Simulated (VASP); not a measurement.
A run of VASP 6.6.1 is set up as follows.

File INCAR:

```
ALGO = Fast
EDIFF = 1E-6
ENCUT = 520
GGA = PE
ISIF = 2
ISMEAR = 0
LASPH = True
LCHARG = False
LREAL = False
LWAVE = False
NBANDS = 30
NELM = 100
PREC = Accurate
SIGMA = 0.1
```

Contents of KPOINTS:

```
k-points
0
Gamma
  6 6 6
```

Contents of POSCAR:

```
Ba3Sn
1.0
   -2.7373259611      2.7373259611      5.6712942136
    2.7373259611     -2.7373259611      5.6712942136
    2.7373259611      2.7373259611     -5.6712942136
Ba Sn
3 1
Direct
    0.5000000000      0.5000000000      0.0000000000
    0.2500000000      0.7500000000      0.5000000000
    0.7500000000      0.2500000000      0.5000000000
    0.0000000000      0.0000000000      0.0000000000
```

Potentials or basis: VASP PAW PBE potentials, release 64 (Ba_sv, Sn_d).

Run with:

```bash
$ cat potpaw_PBE.64/Ba_sv/POTCAR potpaw_PBE.64/Sn_d/POTCAR > POTCAR
$ mpirun -np 1 vasp_std > vasp.out
```

(1) What does it give for the pressure?

(2) Estimate the band gap on the k mesh.

## Answers

(1) 0.4 GPa.

(2) zero (bands 22 and 23 overlap by 0.21 eV).

Caveat: spin-orbit coupling is left out, which moves the levels of the heavy elements.
